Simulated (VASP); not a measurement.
# AlN: single point with PBE

The system is AlN.

```
Al N
1.0
     0.00000    2.18399    2.18399
     2.18399    0.00000    2.18399
     2.18399    2.18399    0.00000
Al N
1 1
Direct
  0.94231 0.03551 0.04460
  0.80324 0.68213 0.69638
```

```json
{"Program": "VASP 6.6.1", "Task": "single point", "Functional": "PBE", "Potentials or basis": "VASP PAW PBE potentials, release 64 (Al, N)", "Cutoff": "520 eV", "k mesh": "6 × 6 × 6", "Occupations": "gaussian, width 0.01 eV", "Spin": "no spin polarisation", "Dipole correction": "no", "Further INCAR settings": "ALGO = Normal; EDIFF = 1e-06; NBANDS = 11"}
```

```yaml
Pressure: 26.7 GPa
Largest_force: 5.244 eV/Å
Band_gap_on_the_k_mesh: 2.32 eV, indirect (least direct gap 2.92 eV)
```

Forces in eV/Å, atoms in the order of the input:
```
Al  -5.222  0.246 -0.401
N    5.222 -0.246  0.401
```

Stress tensor (GPa, compression positive):
```
  1.68  -1.22   1.35
 -1.22  39.15 -38.86
  1.35 -38.86  39.36
```

Levels at points of the mesh, in eV from the valence-band top:
| k point | band 1 | band 2 | band 3 | band 4 | band 5 | band 6 | band 7 | band 8 | band 9 |
| --- | --- | --- | --- | --- | --- | --- | --- | --- | --- |
| (0.00, 0.00, 0.00) | -15.87 | -2.00 | -0.69 | 0.00 | 2.92 | 11.66 | 11.75 | 12.03 | 16.53 |
| (0.50, 0.00, 0.00) | -13.93 | -6.34 | -2.42 | -0.90 | 6.20 | 8.85 | 10.38 | 10.51 | 15.87 |
| (0.00, 0.50, 0.00) | -13.78 | -7.00 | -1.41 | -0.63 | 5.83 | 8.18 | 9.97 | 11.38 | 15.92 |
| (0.00, 0.00, 0.50) | -13.79 | -6.99 | -1.44 | -0.63 | 5.83 | 8.19 | 9.95 | 11.41 | 15.91 |
| (0.50, 0.50, 0.50) | -13.92 | -6.40 | -2.42 | -0.78 | 6.09 | 8.81 | 10.47 | 10.56 | 15.83 |
| (0.50, 0.50, 0.00) | -13.22 | -5.88 | -2.51 | -2.32 | 2.32 | 6.80 | 12.02 | 15.17 | 15.71 |
| (0.00, 0.50, 0.50) | -13.26 | -5.70 | -3.51 | -2.06 | 2.64 | 7.91 | 12.24 | 14.81 | 14.84 |
| (0.50, 0.00, 0.50) | -13.22 | -5.88 | -2.51 | -2.32 | 2.32 | 6.80 | 12.02 | 15.17 | 15.71 |

Run time: 12 s on 1 thread of Intel(R) Xeon(R) Platinum 8488C (Sapphire Rapids), with other jobs on the host, peak memory 0.15 GiB.

Caveat: forces of over 1 eV/Å act on the atoms, so gaps and moduli don't describe the material at rest. A k mesh can miss the band edges.
